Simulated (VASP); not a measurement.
# C (Im-3m) in VASP: notebook

C is run at these levels: LDA; tasks: single point.

All numbers are computed with VASP 6.6.1; they aren't measurements. Logs are shortened: lines on timing, memory, paths and dates and some standing lists are left out, and cuts for length are marked.

## Step 1: The cell of the first run

Symmetry: Im-3m, No. 229, cubic system. Conventional cell: a = 1.871 Å, b = 1.871 Å, c = 1.871 Å, α = 90.00°, β = 90.00°, γ = 90.00°. Within 2.2 Å of C (site symmetry m-3m) lie 14 C at 1.62 to 1.87 Å.

## Step 2: Single point, LDA (volume scaled by 0.52)

Contents of INCAR:

```
SYSTEM = C
PREC = Accurate
ENCUT = 520
EDIFF = 1E-6
ISMEAR = -1
SIGMA = 0.1
LREAL = .False.
LASPH = .True.
NELM = 60
ALGO = Normal
ISIF = 2
LWAVE = .False.
LCHARG = .False.
GGA = CA
NBANDS = 8
```

Contents of KPOINTS:

```
regular mesh
0
Gamma
  22 22 22
  0 0 0
```

Contents of POSCAR:

```
C
1.0
   -0.9357100977      0.9357100977      0.9357100977
    0.9357100977     -0.9357100977      0.9357100977
    0.9357100977      0.9357100977     -0.9357100977
C
1
Direct
    0.0000000000      0.0000000000      0.0000000000
```

Potentials or basis: VASP PAW LDA potentials, release 64 (C).

Command:

```bash
$ cat potpaw_LDA.64/C/POTCAR > POTCAR
$ mpirun -np 1 vasp_std > vasp.out
```

OUTCAR:

```text
SYSTEM = C
   PREC = Accurate
   ENCUT = 520
   EDIFF = 1E-6
   ISMEAR = -1
   LREAL = .False.
   LASPH = .True.
   NELM = 60
   ISIF = 2
   GGA = CA

 ion  position               nearest neighbor table
   1  0.000  0.000  0.000-

  LATTYP: Found a body centered cubic cell.
 ALAT       =     1.8714201954

  Lattice vectors:

 A1 = (  -0.9357100977,   0.9357100977,   0.9357100977)
 A2 = (   0.9357100977,  -0.9357100977,   0.9357100977)
 A3 = (   0.9357100977,   0.9357100977,  -0.9357100977)

Analysis of symmetry for initial positions (statically):
=====================================================================
 Subroutine PRICEL returns:
 Original cell was already a primitive cell.

 Routine SETGRP: Setting up the symmetry group for a
 body centered cubic supercell.

 Subroutine GETGRP returns: Found 48 space group operations
 (whereof 48 operations were pure point group operations)
 out of a pool of 48 trial point group operations.

The static configuration has the point symmetry O_h .

Analysis of symmetry for dynamics (positions and initial velocities):
=====================================================================
 Subroutine PRICEL returns:
 Original cell was already a primitive cell.

 Routine SETGRP: Setting up the symmetry group for a
 body centered cubic supercell.

 Subroutine GETGRP returns: Found 48 space group operations
 (whereof 48 operations were pure point group operations)
 out of a pool of 48 trial point group operations.

The dynamic configuration has the point symmetry O_h .

 Subroutine INISYM returns: Found 48 space group operations
 (whereof 48 operations are pure point group operations),
 and found     1 'primitive' translations

----------------------------------------------------------------------------------------

                                     Primitive cell

  volume of cell :       3.2771

  direct lattice vectors                    reciprocal lattice vectors
    -0.935710098  0.935710098  0.935710098     0.000000000  0.534353537  0.534353537
     0.935710098 -0.935710098  0.935710098     0.534353537  0.000000000  0.534353537
     0.935710098  0.935710098 -0.935710098     0.534353537  0.534353537  0.000000000

  length of vectors
     1.620697430  1.620697430  1.620697430     0.755690019  0.755690019  0.755690019

  position of ions in fractional coordinates (direct lattice)
     0.000000000  0.000000000  0.000000000

  ion indices of the primitive-cell ions
   primitive index   ion index
                 1           1

----------------------------------------------------------------------------------------

 KPOINTS: regular mesh

Automatic generation of k-mesh.
 Grid dimensions read from file:
 generate k-points for:   22   22   22

 Generating k-lattice:

  Cartesian coordinates                     Fractional coordinates (reciprocal lattice)
     0.000000000  0.024288797  0.024288797     0.045454545  0.000000000  0.000000000
     0.024288797  0.000000000  0.024288797     0.000000000  0.045454545  0.000000000
     0.024288797  0.024288797  0.000000000     0.000000000  0.000000000  0.045454545

  Length of vectors
     0.034349546  0.034349546  0.034349546

  Shift w.r.t. Gamma in fractional coordinates (k-lattice)
     0.000000000  0.000000000  0.000000000

 Subroutine IBZKPT returns following result:
 ===========================================

 Found    328 irreducible k-points:

 Following reciprocal coordinates:
            Coordinates               Weight
  0.000000  0.000000  0.000000      1.000000
  0.045455  0.000000  0.000000     12.000000
  0.090909  0.000000  0.000000     12.000000
  0.136364  0.000000  0.000000     12.000000
  0.181818  0.000000  0.000000     12.000000
  0.227273  0.000000  0.000000     12.000000
[... 16 lines left out ...]
  0.090909  0.090909  0.000000     24.000000
  0.136364  0.090909  0.000000     48.000000
 [... further k-points ...]
   k-points           NKPTS =    328   k-points in BZ     NKDIM =    328   number of bands    NBANDS=      8
   number of dos      NEDOS =    301   number of ions     NIONS =      1
   total plane-waves  NPLWV =   1728
   dimension x,y,z NGX =    12 NGY =   12 NGZ =   12
   dimension x,y,z NGXF=    24 NGYF=   24 NGZF=   24
   ions per type =               1
   NGX,Y,Z   is equivalent  to a cutoff of  12.31, 12.31, 12.31 a.u.
   NGXF,Y,Z  is equivalent  to a cutoff of  24.62, 24.62, 24.62 a.u.
 SYSTEM =  C
   PREC   = accura    normal or accurate (medium, high low for compatibility)
   ISTART =      0    job   : 0-new  1-cont  2-samecut
   ICHARG =      2    charge: 1-file 2-atom 10-const
   ISPIN  =      1    spin polarized calculation?
   LNONCOLLINEAR =      F non collinear calculations
   LSORBIT =      F    spin-orbit coupling
   LASPH  =      T    aspherical Exc in radial PAW
   ENCUT  =  520.0 eV  38.22 Ry    6.18 a.u.   3.01  3.01  3.01*2*pi/ulx,y,z
   NELM   =     60;   NELMIN=  2; NELMDL= -5     # of ELM steps
   EDIFF  = 0.1E-05   stopping-criterion for ELM
   LREAL  =      F    real-space projection
   EDIFFG = 0.1E-04   stopping-criterion for IOM
   NSW    =      0    number of steps for IOM
   IBRION =     -1    ionic relax: 0-MD 1-quasi-New 2-CG
   NFREE  =      0    steps in history (QN), initial steepest desc. (CG)
   ISIF   =      2    stress and relaxation
   ISYM   =      2    0-nonsym 1-usesym 2-fastsym
   POTIM  = 0.5000    time-step for ionic-motion
   TEBEG  =    0.0;   TEEND  =   0.0 temperature during run
   PSTRESS=    0.0 pullay stress
   NELECT =       4.0000    total number of electrons
   NUPDOWN=      -1.0000    fix difference up-down
   EMIN   =  10.00;   EMAX   =-10.00  energy-range for DOS
   EFERMI =   0.00;   METHOD = LEGACY
   ISMEAR =    -1;   SIGMA  =   0.10  broadening in eV -4-tet -1-fermi 0-gaus
   EFERMI_NEDOS =   21; number of points for ismear=-14 and -15
   IALGO  =     38    algorithm
   IMIX   =      4    mixing-type and parameters
     AMIX     =   0.40;   BMIX     =  1.00
     AMIX_MAG =   1.60;   BMIX_MAG =  1.00
  volume/ion in A,a.u.               =       3.28        22.11
  Fermi-wavevector in a.u.,A,eV,Ry     =   1.749579  3.306225 41.647788  3.061026
  Thomas-Fermi vector in A             =   2.820465
   LORBIT       =      0    0 simple, 1 ext, 2 COOP (PROOUT), +10 PAW based schemes
   GGA     = CA    functional components
   LHFCALC =     F    Hartree Fock is set to
   AEXX    =    0.0000 exact exchange contribution
   IVDW    =     0    specifies the selected vdW correction
   LEPSILON=     F    determine dielectric tensor
   LRPA    =     F    only Hartree local field effects (RPA)
 non-spin polarized calculation
  energy-cutoff  :      520.00
  volume of cell :        3.28
 maximum number of plane-waves:        96
   NGX =  7   NGY =  7   NGZ =  7

 number of electron       3.9999999 magnetization

 Free energy of the ion-electron system (eV)
  ---------------------------------------------------
  ext. energy  EPLUGINS =         0.00000000
  ---------------------------------------------------
  free energy    TOTEN  =        -2.89833916 eV

  energy without entropy =       -2.89203751  energy(sigma->0) =       -2.89518833

 E-fermi :  22.0758     XC(G=0): -16.8470

 val. band max:       22.0581955080   @ k =   0.2727   0.2273   0.2273
 cond. band min:      22.0778096177   @ k =  -0.3636  -0.4545   0.0455
 fundamental gap:      0.0196141097
 Fermi energy:        22.0757974469

 k-point     1 :       0.0000    0.0000    0.0000
  band No.  band energies     occupation
      1     -10.2377      2.00000
      2      39.4988      0.00000
      3      39.4988      0.00000
      4      39.4988      0.00000
      5      69.3320      0.00000
      6      69.3320      0.00000
      7      69.3320      0.00000
      8      75.2520      0.00000

 k-point     2 :       0.0455    0.0000    0.0000
  band No.  band energies     occupation
      1     -10.0990      2.00000
      2      39.0972      0.00000
      3      39.1787      0.00000
      4      39.4226      0.00000
      5      67.9668      0.00000
      6      67.9700      0.00000
      7      69.9891      0.00000
      8      72.9903      0.00000

 k-point     3 :       0.0909    0.0000    0.0000
  band No.  band energies     occupation
      1      -9.6834      2.00000
      2      37.8591      0.00000
      3      38.2980      0.00000
      4      39.1979      0.00000
      5      64.5201      0.00000
      6      65.3641      0.00000
      7      71.8730      0.00000
      8      72.1452      0.00000

 k-point     4 :       0.1364    0.0000    0.0000
  band No.  band energies     occupation
      1      -8.9913      2.00000
      2      35.7730      0.00000
      3      37.0555      0.00000
      4      38.8381      0.00000
      5      61.3454      0.00000
      6      62.6692      0.00000
      7      71.0215      0.00000
      8      74.2577      0.00000

 k-point     5 :       0.1818    0.0000    0.0000
  band No.  band energies     occupation
      1      -8.0241      2.00000
      2      32.9220      0.00000
      3      35.6533      0.00000
      4      38.3686      0.00000
      5      59.0773      0.00000
      6      60.1770      0.00000
      7      70.4956      0.00000
      8      76.1291      0.00000
[... 177 lines left out ...]
 k-point    22 :       0.4545    0.0455    0.0000
  band No.  band energies     occupation
      1       3.4220      2.00000
      2      11.3992      2.00000
      3      29.3955      0.00000
      4      35.0357      0.00000
      5      52.5862      0.00000
      6      57.1842      0.00000
      7      76.9250      0.00000
      8      79.6288      0.00000

 k-point    23 :       0.0909    0.0909    0.0000
  band No.  band energies     occupation
      1      -8.5762      2.00000
      2      35.1233      0.00000
      3      36.1590      0.00000
      4      38.1236      0.00000
      5      60.3347      0.00000
      6      61.6703      0.00000
      7      70.3465      0.00000
      8      75.4149      0.00000

 k-point    24 :       0.1364    0.0909    0.0000
  band No.  band energies     occupation
      1      -7.6099      2.00000
      2      32.8537      0.00000
      3      34.3396      0.00000
      4      37.4246      0.00000
      5      58.6342      0.00000
      6      60.0632      0.00000
      7      70.3755      0.00000
      8      77.3042      0.00000

 [... further k-points ...]

------------------------ aborting loop because EDIFF is reached ----------------------------------------

  FORCE on cell =-STRESS in cart. coord.  units (eV):
  Direction    XX          YY          ZZ          XY          YZ          ZX
  --------------------------------------------------------------------------------------
  -------------------------------------------------------------------------------------
  Total       10.4426930     10.4426930     10.4426930      0.0000000      0.0000000     -0.0000000
  in kB     5105.5102494   5105.5102494   5105.5102494      0.0000000      0.0000000     -0.0000000
  external PRESSURE =    5105.5102494 kB  Pullay stress =       0.0000000 kB

 VOLUME and BASIS-vectors are now :
 -----------------------------------------------------------------------------
  energy-cutoff  :      520.00
  volume of cell :        3.28
      direct lattice vectors                 reciprocal lattice vectors
    -0.935710098  0.935710098  0.935710098     0.000000000  0.534353537  0.534353537
     0.935710098 -0.935710098  0.935710098     0.534353537  0.000000000  0.534353537
     0.935710098  0.935710098 -0.935710098     0.534353537  0.534353537  0.000000000

 POSITION                                       TOTAL-FORCE (eV/Angst)
 -----------------------------------------------------------------------------------
      0.00000      0.00000      0.00000         0.000000      0.000000     -0.000000
 -----------------------------------------------------------------------------------
    total drift:                               -0.000000      0.000000      0.000000

  FREE ENERGIE OF THE ION-ELECTRON SYSTEM (eV)
  ---------------------------------------------------
  free  energy   TOTEN  =        -2.8983391578 eV

  energy  without entropy=       -2.8920375089  energy(sigma->0) =       -2.89518833
```

Wall time 2.2 s (1 thread of Intel Xeon 6975P-C, shared host); peak memory 0.1 GiB.

What came out:

```
Free energy            : -2.8983 eV
Pressure               : 510.6 GPa
Band gap on the k mesh : zero (band 2 reaches 39.50 eV, above the bottom of band 3 at 15.42 eV)
```

## Step 3: Single point, LDA (volume scaled by 0.6)

Contents of INCAR:

```
PREC = Accurate
ENCUT = 520
EDIFF = 1E-6
ISMEAR = -1
SIGMA = 0.1
LREAL = F
LASPH = T
NELM = 60
ALGO = Normal
ISIF = 2
LWAVE = F
LCHARG = F
GGA = CA
NBANDS = 8
```

Contents of KPOINTS:

```
regular mesh
0
Gamma
  22 22 22
```

Contents of POSCAR:

```
C
1.0
   -0.9814253807      0.9814253807      0.9814253807
    0.9814253807     -0.9814253807      0.9814253807
    0.9814253807      0.9814253807     -0.9814253807
C
1
Direct
    0.0000000000      0.0000000000      0.0000000000
```

Potentials or basis: VASP PAW LDA potentials, release 64 (C).

Command:

```bash
$ cat potpaw_LDA.64/C/POTCAR > POTCAR
$ mpirun -np 1 vasp_std > vasp.out
```

Run time: 3.3 s. Hardware: 1 thread of Intel Xeon 6975P-C, shared host; peak memory 0.11 GiB.

Results (log left out):

```yaml
Free_energy: -4.1599 eV
Pressure: 308.5 GPa
Band_gap_on_the_k_mesh: zero (band 2 reaches 34.09 eV, above the bottom of band 3 at 13.31 eV)
```

Levels at points of the mesh, in eV from the Fermi level:
```tsv
k point	band 1	band 2	band 3	band 4	band 5	band 6
(0.00, 0.00, 0.00)	-29.15	15.39	15.39	15.39	44.00	44.00
(0.50, 0.00, 0.00)	-16.03	-10.30	6.89	12.16	28.18	31.67
(0.50, 0.50, 0.50)	-3.65	-3.65	-3.65	9.79	11.84	11.84
```

## Step 4: Single point, LDA (volume scaled by 0.6)

Contents of INCAR:

```
SYSTEM = C
PREC = Accurate
ENCUT = 520
EDIFF = 1E-7
ISMEAR = -1
SIGMA = 0.1
LREAL = .False.
LASPH = .True.
NELM = 100
ALGO = Normal
ISIF = 2
LWAVE = .False.
LCHARG = .True.
GGA = CA
LELF = .True.
LVHAR = .True.
NBANDS = 8
```

Contents of KPOINTS:

```
Automatic mesh
0
Gamma
  22 22 22
  0 0 0
```

POSCAR is that of step 3.

Potentials or basis: VASP PAW LDA potentials, release 64 (C).

Command:

```bash
$ cat potpaw_LDA.64/C/POTCAR > POTCAR
$ mpirun -np 1 vasp_std > vasp.out
```

OUTCAR:

```text
SYSTEM = C
   PREC = Accurate
   ENCUT = 520
   EDIFF = 1E-7
   ISMEAR = -1
   LREAL = .False.
   LASPH = .True.
   NELM = 100
   ISIF = 2
   GGA = CA

 ion  position               nearest neighbor table
   1  0.000  0.000  0.000-

  LATTYP: Found a body centered cubic cell.
 ALAT       =     1.9628507614

  Lattice vectors:

 A1 = (  -0.9814253807,   0.9814253807,   0.9814253807)
 A2 = (   0.9814253807,  -0.9814253807,   0.9814253807)
[... 441 lines left out ...]
      6      54.2249      0.00000
      7      63.7385      0.00000
      8      69.8859      0.00000

 [... further k-points ...]

------------------------ aborting loop because EDIFF is reached ----------------------------------------

  FORCE on cell =-STRESS in cart. coord.  units (eV):
  Direction    XX          YY          ZZ          XY          YZ          ZX
  --------------------------------------------------------------------------------------
  -------------------------------------------------------------------------------------
  Total        7.2816737      7.2816737      7.2816737      0.0000000      0.0000000      0.0000000
  in kB     3085.3891631   3085.3891631   3085.3891631      0.0000000      0.0000000      0.0000000
  external PRESSURE =    3085.3891631 kB  Pullay stress =       0.0000000 kB

 VOLUME and BASIS-vectors are now :
 -----------------------------------------------------------------------------
  energy-cutoff  :      520.00
  volume of cell :        3.78
      direct lattice vectors                 reciprocal lattice vectors
    -0.981425381  0.981425381  0.981425381     0.000000000  0.509463083  0.509463083
     0.981425381 -0.981425381  0.981425381     0.509463083  0.000000000  0.509463083
     0.981425381  0.981425381 -0.981425381     0.509463083  0.509463083  0.000000000

 POSITION                                       TOTAL-FORCE (eV/Angst)
 -----------------------------------------------------------------------------------
      0.00000      0.00000      0.00000        -0.000000      0.000000      0.000000
 -----------------------------------------------------------------------------------
    total drift:                               -0.000000     -0.000000      0.000000

  FREE ENERGIE OF THE ION-ELECTRON SYSTEM (eV)
  ---------------------------------------------------
  free  energy   TOTEN  =        -4.1598911035 eV

  energy  without entropy=       -4.1514636031  energy(sigma->0) =       -4.15567735
```

OSZICAR:

```text
N       E                     dE             d eps       ncg     rms          rms(c)
DAV:   1    -0.331058459169E+01   -0.33106E+01   -0.29206E+03  6376   0.524E+02
DAV:   2    -0.418496519099E+01   -0.87438E+00   -0.84487E+00  6544   0.242E+01
DAV:   3    -0.418589585642E+01   -0.93067E-03   -0.93061E-03  6240   0.712E-01
DAV:   4    -0.418589590912E+01   -0.52696E-07   -0.52885E-07  7096   0.438E-03
DAV:   5    -0.418589590794E+01    0.11741E-08   -0.22574E-11  6304   0.168E-05    0.284E+00
DAV:   6    -0.416711402398E+01    0.18782E-01   -0.88420E-03  5376   0.688E-01    0.173E+00
DAV:   7    -0.415990869194E+01    0.72053E-02   -0.12745E-02  5680   0.834E-01    0.187E-01
DAV:   8    -0.415989154667E+01    0.17145E-04   -0.42087E-05  5840   0.463E-02    0.747E-03
DAV:   9    -0.415989109575E+01    0.45092E-06   -0.11266E-06  6416   0.873E-03    0.569E-03
DAV:  10    -0.415989110351E+01   -0.77650E-08   -0.40849E-09  3808   0.714E-04
   1 F= -.41598911E+01 E0= -.41556774E+01  d E =-.842750E-02
```

Run time: 3.1 s. Hardware: 1 thread of Intel Xeon 6975P-C, shared host; peak memory 0.11 GiB.

Results:

* Free energy: -4.1599 eV
* Pressure: 308.5 GPa
* Band gap on the k mesh: zero (band 2 reaches 34.09 eV, above the bottom of band 3 at 13.31 eV)

Levels at points of the mesh, in eV from the Fermi level:
| k point | band 1 | band 2 | band 3 | band 4 | band 5 |
| --- | --- | --- | --- | --- | --- |
| (0.00, 0.00, 0.00) | -29.15 | 15.39 | 15.39 | 15.39 | 44.00 |
| (0.50, 0.00, 0.00) | -16.03 | -10.30 | 6.89 | 12.16 | 28.18 |
| (0.50, 0.50, 0.50) | -3.65 | -3.65 | -3.65 | 9.79 | 11.84 |
